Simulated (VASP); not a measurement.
Write the native input for VASP 6.6.1 that does the following.

| Item | Value |
| --- | --- |
| Task | relaxation of cell and atoms |
| Functional | PBEsol |
| Potentials or basis | VASP PAW PBE potentials, release 64 (Ti_sv, Si) |
| Cutoff | 600 eV |
| k mesh | 12 × 12 × 12 |
| Occupations | fermi-dirac, width 0.05 eV |
| Spin | no spin polarisation |
| Dipole correction | no |
| Further INCAR settings | ALGO = Normal; EDIFF = 1e-06; IBRION = 2; EDIFFG = -0.01; NSW = 60; ISIF = 3 |

The structure of TiSi2 lies in POSCAR:

```
TiSi2
1.0
   -1.4728720000      1.7121300000      4.2120830000
    1.4728720000     -1.7121300000      4.2120830000
    1.4728720000      1.7121300000     -4.2120830000
Ti Si
1 2
Direct
    0.0000000000      0.0000000000      0.0000000000
    0.6700780000      0.6700780000      0.0000000000
    0.3299220000      0.3299220000      0.0000000000
```

The input as run:

INCAR

```
SYSTEM = TiSi2
ALGO = Normal ; EDIFF = 1E-6
EDIFFG = -0.01 ; ENCUT = 600
GGA = PS ; IBRION = 2
ISIF = 3 ; ISMEAR = -1
LASPH = .True. ; LCHARG = .False.
LREAL = .False. ; LWAVE = .False.
NELM = 100 ; NSW = 60
PREC = Accurate ; SIGMA = 0.05
```

KPOINTS

```
k-points
0
Gamma
  12 12 12
  0 0 0
```

Potentials or basis: VASP PAW PBE potentials, release 64 (Ti_sv, Si).

The run is started by

```console
$ cat potpaw_PBE.64/Ti_sv/POTCAR potpaw_PBE.64/Si/POTCAR > POTCAR
$ mpirun -np 1 vasp_std > vasp.out
```

Results of the run:

The relaxed volume is 13.82 Å³/atom. The relaxed cell is a = 4.730 Å, b = 4.730 Å, c = 4.730 Å, α = 143.92°, β = 137.90°, γ = 56.62°, the space group after relaxing (to 0.1 Å) is Immm (No. 71) and the energy gained by relaxing is 4.1 meV/atom. The ionic steps are 7. The pressure after relaxing is 0.0 GPa and the band gap on the k mesh is zero (bands 10 and 11 overlap by 2.39 eV).

Caveat: the PAW data sets were made with another functional, which shifts forces and pressure a little.

It took 9.7 min on 1 thread of Intel(R) Xeon(R) 6975P-C (Granite Rapids), with other jobs on the host, peak memory 0.41 GiB.
